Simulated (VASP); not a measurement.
# HfO2: single point with PBE

Crystal: HfO2.

```
CELL_PARAMETERS angstrom
5.08032 0.00000 0.00000
0.00000 5.16487 0.00000
0.00000 0.00000 4.89088
ATOMIC_POSITIONS crystal
Hf 0.27741 0.28180 0.72793
Hf 0.77741 0.21820 0.27207
Hf 0.72259 0.71820 0.72793
Hf 0.22259 0.78180 0.27207
O 0.50000 0.50000 0.42438
O 0.00000 0.00000 0.57562
O 0.50000 0.00000 0.51095
O 0.00000 0.50000 0.48905
O 0.31318 0.66365 0.89547
O 0.81318 0.83635 0.10453
O 0.68682 0.33635 0.89547
O 0.18682 0.16365 0.10453
```

* Program: VASP 6.6.1
* Task: single point
* Functional: PBE
* Potentials or basis: VASP PAW PBE potentials, release 64 (Hf_pv, O)
* Cutoff: 520 eV
* k mesh: 6 × 6 × 6
* Occupations: gaussian, width 0.05 eV
* Spin: no spin polarisation
* Dipole correction: no
* Charge: -0.25
* Further INCAR settings: ALGO = Normal; EDIFF = 1e-07; NBANDS = 56; NELECT = 88.25

- Largest force: 0.213 eV/Å

Forces on the atoms (eV/Å):
```
Hf  -0.022  0.005  0.056
Hf  -0.022 -0.005 -0.056
Hf   0.022 -0.005  0.056
Hf   0.022  0.005 -0.056
O    0.000  0.000 -0.096
O    0.000  0.000  0.096
O    0.000  0.000 -0.004
O    0.000  0.000  0.004
O    0.060 -0.004 -0.204
O    0.060  0.004  0.204
O   -0.060  0.004 -0.204
O   -0.060 -0.004  0.204
```

Levels at points of the mesh, in eV from the Fermi level:
```tsv
k point	band 40	band 41	band 42	band 43	band 44	band 45	band 46	band 47	band 48	band 49
(0.00, 0.00, 0.00)	-5.44	-5.31	-4.50	-4.40	-4.40	-0.15	0.43	0.83	1.28	1.38
(0.50, 0.00, 0.00)	-5.35	-4.83	-4.83	-4.50	-4.50	0.39	0.39	1.35	1.35	1.55
(0.00, 0.50, 0.00)	-5.22	-4.86	-4.86	-4.48	-4.48	0.36	0.36	1.21	1.21	1.48
(0.50, 0.50, 0.00)	-5.65	-5.15	-5.15	-4.66	-4.66	0.77	0.77	1.45	1.45	1.49
(0.00, 0.00, 0.50)	-5.20	-5.07	-4.92	-4.30	-4.26	-0.40	0.63	1.26	1.35	1.35
(0.50, 0.00, 0.50)	-5.68	-5.11	-5.11	-4.48	-4.48	0.51	0.51	0.88	0.88	1.51
(0.00, 0.50, 0.50)	-5.53	-5.04	-5.04	-4.45	-4.45	0.47	0.47	0.99	0.99	1.56
(0.50, 0.50, 0.50)	-5.82	-5.73	-5.73	-4.54	-4.54	0.82	0.82	1.02	1.02	1.16
```

Wall time 5.1 min on 1 thread of AMD EPYC 9R45 96-Core Processor (Zen 5), on a shared host, peak memory 0.42 GiB.

Caveat: the cell carries a net charge on a neutralising background, which shifts energy and pressure; the cell is charged against a uniform background, so pressure and absolute levels hang on convention; spin-orbit coupling is left out, which moves the levels of the heavy elements.
